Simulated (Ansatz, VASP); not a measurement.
Two plane-wave programs on NaH

```
CELL_PARAMETERS angstrom
0.00000 2.39751 2.39751
2.39751 0.00000 2.39751
2.39751 2.39751 0.00000
ATOMIC_POSITIONS crystal
Na 0.00000 0.00000 0.00000
H 0.50000 0.50000 0.50000
```

Alike in both runs: task single point; functional PBE; k mesh 6 × 6 × 6; no spin polarisation.

|  | VASP | Ansatz |
| --- | --- | --- |
| version | VASP 6.6.1 | Ansatz 0.2.0 |
| potentials or method | VASP PAW PBE potentials, release 64 (Na_pv, H) | plane waves |
| plane-wave cutoff (eV) | 500 | 420 |
| occupations | gaussian, width 0.01 eV | fixed |
| valence electrons in the cell | 8 | 10 |

```tsv
	VASP	Ansatz	Ansatz less VASP
gap on the k mesh at the Fermi level (eV)	3.85	3.85	+0.002
pressure (GPa)	0.5	0.6	+0.07
```

VASP's potentials hold 8 valence electrons a cell and Ansatz's 10, so a difference there can come from the potentials and not from the codes.
